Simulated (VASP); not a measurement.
# Ge (Cmmm) in VASP: settings compared, part 2 of 2

VASP 6.6.1.

## (4) Single point, revPBE+D3(BJ)

This run uses another cell than the first one, of 18.18 Å³/atom, 1.013 times its volume.

INCAR reads:

```
SYSTEM = Ge
ALGO = Normal
EDIFF = 1E-7
ENCUT = 520
GGA = RE
ISIF = 2
ISMEAR = -1
IVDW = 12
LASPH = .True.
LCHARG = .False.
LREAL = .False.
LWAVE = .False.
NBANDS = 13
NELM = 100
PREC = Accurate
SIGMA = 0.05
```

KPOINTS reads:

```
k-points
0
Gamma
  11 11 10
  0 0 0
```

POSCAR reads:

```
Ge
1.0
    1.4035158553     -2.4316553089      0.0000000000
    1.4035158553      2.4316553089      0.0000000000
    0.0000000000      0.0000000000      2.6630830174
Ge
1
Direct
    0.5000000000      0.5000000000      0.0000000000
```

Potentials or basis: VASP PAW PBE potentials, release 64 (Ge_d).

On the command line:

```sh
$ cat potpaw_PBE.64/Ge_d/POTCAR > POTCAR
$ mpirun -np 1 vasp_std > vasp.out
```

OUTCAR:

```text
SYSTEM = Ge
   EDIFF = 1E-7
   ENCUT = 520
   GGA = RE
   ISIF = 2
   ISMEAR = -1
   IVDW = 12
   LASPH = .True.
   LREAL = .False.
   NELM = 100
   PREC = Accurate
 IVDW          = 12

 ion  position               nearest neighbor table
   1  0.500  0.500  0.000-

  LATTYP: Found a base centered orthorhombic cell.
 ALAT       =     2.8070317106
 B/A-ratio  =     1.7325456636
 C/A-ratio  =     0.9487185369

  Lattice vectors:

 A1 = (   1.4035158553,  -2.4316553089,   0.0000000000)
 A2 = (   1.4035158553,   2.4316553089,   0.0000000000)
 A3 = (   0.0000000000,   0.0000000000,   2.6630830174)

Analysis of symmetry for initial positions (statically):
=====================================================================
 Subroutine PRICEL returns:
 Original cell was already a primitive cell.

 Routine SETGRP: Setting up the symmetry group for a
 base centered orthorhombic supercell.

 Subroutine GETGRP returns: Found  8 space group operations
 (whereof  8 operations were pure point group operations)
 out of a pool of  8 trial point group operations.

The static configuration has the point symmetry D_2h.

Analysis of symmetry for dynamics (positions and initial velocities):
=====================================================================
 Subroutine PRICEL returns:
 Original cell was already a primitive cell.

 Routine SETGRP: Setting up the symmetry group for a
 base centered orthorhombic supercell.

 Subroutine GETGRP returns: Found  8 space group operations
 (whereof  8 operations were pure point group operations)
 out of a pool of  8 trial point group operations.

The dynamic configuration has the point symmetry D_2h.

 Subroutine INISYM returns: Found  8 space group operations
 (whereof  8 operations are pure point group operations),
 and found     1 'primitive' translations

----------------------------------------------------------------------------------------

                                     Primitive cell

  volume of cell :      18.1775

  direct lattice vectors                    reciprocal lattice vectors
     1.403515855 -2.431655309  0.000000000     0.356248202 -0.205621248  0.000000000
     1.403515855  2.431655309  0.000000000     0.356248202  0.205621248  0.000000000
     0.000000000  0.000000000  2.663083017     0.000000000  0.000000000  0.375504629

  length of vectors
     2.807633220  2.807633220  2.663083017     0.411330620  0.411330620  0.375504629

  position of ions in fractional coordinates (direct lattice)
     0.500000000  0.500000000  0.000000000

  ion indices of the primitive-cell ions
   primitive index   ion index
                 1           1

----------------------------------------------------------------------------------------

 KPOINTS: k-points

Automatic generation of k-mesh.
 Grid dimensions read from file:
 generate k-points for:   11   11   10

 Generating k-lattice:

  Cartesian coordinates                     Fractional coordinates (reciprocal lattice)
     0.032386200 -0.018692841  0.000000000     0.090909091  0.000000000  0.000000000
     0.032386200  0.018692841  0.000000000     0.000000000  0.090909091  0.000000000
     0.000000000  0.000000000  0.037550463     0.000000000  0.000000000  0.100000000

  Length of vectors
     0.037393693  0.037393693  0.037550463

  Shift w.r.t. Gamma in fractional coordinates (k-lattice)
     0.000000000  0.000000000  0.000000000

 Subroutine IBZKPT returns following result:
 ===========================================

 Found    216 irreducible k-points:

 Following reciprocal coordinates:
            Coordinates               Weight
  0.000000  0.000000  0.000000      1.000000
  0.090909  0.000000  0.000000      4.000000
  0.181818  0.000000  0.000000      4.000000
  0.272727  0.000000  0.000000      4.000000
  0.363636  0.000000  0.000000      4.000000
  0.454545 -0.000000  0.000000      4.000000
[... 16 lines left out ...]
 -0.272727  0.181818  0.000000      4.000000
 -0.181818  0.181818  0.000000      2.000000
 [... further k-points ...]
   k-points           NKPTS =    216   k-points in BZ     NKDIM =    216   number of bands    NBANDS=     13
   number of dos      NEDOS =    301   number of ions     NIONS =      1
   total plane-waves  NPLWV =  11520
   dimension x,y,z NGX =    24 NGY =   24 NGZ =   20
   dimension x,y,z NGXF=    48 NGYF=   48 NGZF=   40
   ions per type =               1
   NGX,Y,Z   is equivalent  to a cutoff of  14.21, 14.21, 12.49 a.u.
   NGXF,Y,Z  is equivalent  to a cutoff of  28.42, 28.42, 24.97 a.u.
 SYSTEM =  Ge
   PREC   = accura    normal or accurate (medium, high low for compatibility)
   ISTART =      0    job   : 0-new  1-cont  2-samecut
   ICHARG =      2    charge: 1-file 2-atom 10-const
   ISPIN  =      1    spin polarized calculation?
   LNONCOLLINEAR =      F non collinear calculations
   LSORBIT =      F    spin-orbit coupling
   LASPH  =      T    aspherical Exc in radial PAW
   ENCUT  =  520.0 eV  38.22 Ry    6.18 a.u.   5.22  5.22  4.95*2*pi/ulx,y,z
   NELM   =    100;   NELMIN=  2; NELMDL= -5     # of ELM steps
   EDIFF  = 0.1E-06   stopping-criterion for ELM
   LREAL  =      F    real-space projection
   EDIFFG = 0.1E-05   stopping-criterion for IOM
   NSW    =      0    number of steps for IOM
   IBRION =     -1    ionic relax: 0-MD 1-quasi-New 2-CG
   NFREE  =      0    steps in history (QN), initial steepest desc. (CG)
   ISIF   =      2    stress and relaxation
   ISYM   =      2    0-nonsym 1-usesym 2-fastsym
   POTIM  = 0.5000    time-step for ionic-motion
   TEBEG  =    0.0;   TEEND  =   0.0 temperature during run
   PSTRESS=    0.0 pullay stress
   NELECT =      14.0000    total number of electrons
   NUPDOWN=      -1.0000    fix difference up-down
   EMIN   =  10.00;   EMAX   =-10.00  energy-range for DOS
   EFERMI =   0.00;   METHOD = LEGACY
   ISMEAR =    -1;   SIGMA  =   0.05  broadening in eV -4-tet -1-fermi 0-gaus
   EFERMI_NEDOS =   21; number of points for ismear=-14 and -15
   IALGO  =     38    algorithm
   IMIX   =      4    mixing-type and parameters
     AMIX     =   0.40;   BMIX     =  1.00
     AMIX_MAG =   1.60;   BMIX_MAG =  1.00
  volume/ion in A,a.u.               =      18.18       122.67
  Fermi-wavevector in a.u.,A,eV,Ry     =   1.500627  2.835774 30.638717  2.251882
  Thomas-Fermi vector in A             =   2.612103
   LORBIT       =      0    0 simple, 1 ext, 2 COOP (PROOUT), +10 PAW based schemes
   GGA     = RE    functional components
   LHFCALC =     F    Hartree Fock is set to
   AEXX    =    0.0000 exact exchange contribution
   IVDW    =    12    specifies the selected vdW correction
   LEPSILON=     F    determine dielectric tensor
   LRPA    =     F    only Hartree local field effects (RPA)
 non-spin polarized calculation
  energy-cutoff  :      520.00
  volume of cell :       18.18
 maximum number of plane-waves:       500
 NGX is ok and might be reduce to    24
   NGX = 11   NGY = 11   NGZ =  9

 number of electron      13.9999988 magnetization

 Free energy of the ion-electron system (eV)
  ---------------------------------------------------
  ext. energy  EPLUGINS =         0.00000000
  ---------------------------------------------------
  free energy    TOTEN  =        -3.93818740 eV

  energy without entropy =       -3.93422339  energy(sigma->0) =       -3.93620540

 E-fermi :   7.1805     XC(G=0): -11.3424

 val. band max:        7.1237000523   @ k =   0.3636   0.1818   0.4000
 cond. band min:       7.1851222570   @ k =   0.3636   0.2727   0.4000
 fundamental gap:      0.0614222047
 Fermi energy:         7.1804792582

 k-point     1 :       0.0000    0.0000    0.0000
  band No.  band energies     occupation
      1     -17.7124      2.00000
      2     -17.6303      2.00000
      3     -17.6301      2.00000
      4     -17.4562      2.00000
      5     -17.4561      2.00000
      6      -6.3685      2.00000
      7      13.7527      0.00000
      8      16.0404      0.00000
      9      16.0460      0.00000
     10      17.2633      0.00000
     11      21.6942      0.00000
     12      21.7029      0.00000
     13      22.7791      0.00000
[... 353 lines left out ...]
 k-point    24 :      -0.1818    0.1818    0.0000
  band No.  band energies     occupation
      1     -17.6940      2.00000
      2     -17.6344      2.00000
      3     -17.5868      2.00000
      4     -17.4748      2.00000
      5     -17.4605      2.00000
      6      -5.5367      2.00000
      7      10.6258      0.00000
      8      14.0551      0.00000
      9      14.5645      0.00000
     10      17.5235      0.00000
     11      19.1425      0.00000
     12      25.2562      0.00000
     13      26.2770      0.00000

 [... further k-points ...]

------------------------ aborting loop because EDIFF is reached ----------------------------------------

 Edisp (eV)   -0.70002

 E8    (eV) :    -0.4942

  FORCE on cell =-STRESS in cart. coord.  units (eV):
  Direction    XX          YY          ZZ          XY          YZ          ZX
  --------------------------------------------------------------------------------------
  -------------------------------------------------------------------------------------
  Total       0.00294     0.00249    -0.00140    -0.00000     0.00000     0.00000
  in kB       0.25926     0.21943    -0.12324    -0.00000     0.00000     0.00000
  external pressure =        0.12 kB  Pullay stress =        0.00 kB

 VOLUME and BASIS-vectors are now :
 -----------------------------------------------------------------------------
  energy-cutoff  :      520.00
  volume of cell :       18.18
      direct lattice vectors                 reciprocal lattice vectors
     1.403515855 -2.431655309  0.000000000     0.356248202 -0.205621248  0.000000000
     1.403515855  2.431655309  0.000000000     0.356248202  0.205621248  0.000000000
     0.000000000  0.000000000  2.663083017     0.000000000  0.000000000  0.375504629

 POSITION                                       TOTAL-FORCE (eV/Angst)
 -----------------------------------------------------------------------------------
      1.40352      0.00000      0.00000         0.000000      0.000000      0.000000
 -----------------------------------------------------------------------------------
    total drift:                               -0.000000     -0.000000     -0.000000

  FREE ENERGIE OF THE ION-ELECTRON SYSTEM (eV)
  ---------------------------------------------------
  free  energy   TOTEN  =        -4.6382102148 eV

  energy  without entropy=       -4.6342462026  energy(sigma->0) =       -4.63622821
```

OSZICAR:

```text
N       E                     dE             d eps       ncg     rms          rms(c)
DAV:   1     0.614756010696E+02    0.61476E+02   -0.70542E+03  6024   0.301E+03
DAV:   2     0.117636942870E+01   -0.60299E+02   -0.57568E+02  5981   0.405E+02
DAV:   3    -0.388310948875E+01   -0.50595E+01   -0.50382E+01  6471   0.694E+01
DAV:   4    -0.394841955038E+01   -0.65310E-01   -0.65302E-01  6396   0.857E+00
DAV:   5    -0.394906092780E+01   -0.64138E-03   -0.64137E-03  6584   0.923E-01    0.160E+00
DAV:   6    -0.394146668689E+01    0.75942E-02   -0.70481E-03  7064   0.196E+00    0.908E-01
DAV:   7    -0.393824591475E+01    0.32208E-02   -0.61668E-03  7382   0.154E+00    0.805E-02
DAV:   8    -0.393818522391E+01    0.60691E-04   -0.73024E-04  6776   0.623E-01    0.332E-02
DAV:   9    -0.393818837670E+01   -0.31528E-05   -0.20192E-05  7590   0.782E-02    0.118E-02
DAV:  10    -0.393818761677E+01    0.75992E-06   -0.76343E-07  6386   0.139E-02    0.115E-03
DAV:  11    -0.393818741835E+01    0.19842E-06   -0.14311E-07  6184   0.711E-03    0.280E-04
DAV:  12    -0.393818740485E+01    0.13500E-07   -0.75497E-09  3458   0.101E-03
   1 F= -.46382102E+01 E0= -.46362282E+01  d E =-.396401E-02
```

stdout:

```text
POSCAR found type information on POSCAR Ge
 POSCAR found :  1 types and       1 ions
 scaLAPACK will be used
 -----------------------------------------------------------------------------
|                                                                             |
|                                                                             |
|     You enforced a specific xc type in the INCAR file but a different       |
|     I HOPE YOU KNOW WHAT YOU ARE DOING!                                     |
|                                                                             |
 -----------------------------------------------------------------------------

 LDA part: xc-table for (Slater+PW92), standard interpolation
 POSCAR, INCAR and KPOINTS ok, starting setup
 FFT: planning ... GRIDC
 FFT: planning ... GRID_SOFT
 FFT: planning ... GRID
 WAVECAR not read
 entering main loop
```

It took 13 s on 1 thread of Intel Xeon 6975P-C (Granite Rapids), shared host; peak memory 0.16 GiB.

What came out:

```yaml
Free_energy: -4.6382 eV
Pressure: 0.0 GPa
Band_gap_on_the_k_mesh: zero (band 7 reaches 13.96 eV, above the bottom of band 8 at 4.65 eV)
Dispersion_energy_per_atom: -0.700 eV
```

Levels at points of the mesh, in eV from the Fermi level:
```tsv
k point	band 5	band 6	band 7	band 8	band 9	band 10
(0.00, 0.00, 0.00)	-24.64	-13.55	6.57	8.86	8.87	10.08
(0.00, 0.00, 0.50)	-24.68	-9.61	-6.23	11.88	11.89	17.28
```

Caveat: the PAW data sets were made with another functional, which shifts forces and pressure a little; pairwise dispersion overbinds metals, which lowers pressure and volume.

## (5) Overview

```tsv
level	cell	gap on the mesh (eV)	pressure (GPa)
PBEsol+D4	a = 2.810, b = 2.810, c = 2.648 Å, angles 90.0, 90.0, 120.9°, 1 atom	none	-0.1
RPBE+D4	a = 2.822, b = 2.822, c = 2.659 Å, angles 90.0, 90.0, 120.7°, 1 atom	none	-0.2
revPBE+D3(BJ)	a = 2.808, b = 2.808, c = 2.663 Å, angles 90.0, 90.0, 120.0°, 1 atom	none	0.0
```

Alike in all rows: task single point; potentials or basis VASP PAW PBE potentials, release 64 (Ge_d); no spin polarisation; k mesh 11 × 11 × 10; cutoff (eV) 520; smearing fermi-dirac 0.05 eV.

Caveats: the PAW data sets were made with another functional, which shifts forces and pressure a little; pairwise dispersion overbinds metals, which lowers pressure and volume.

Total energies depend on the potentials used, so only differences within one code and one set of settings carry meaning.
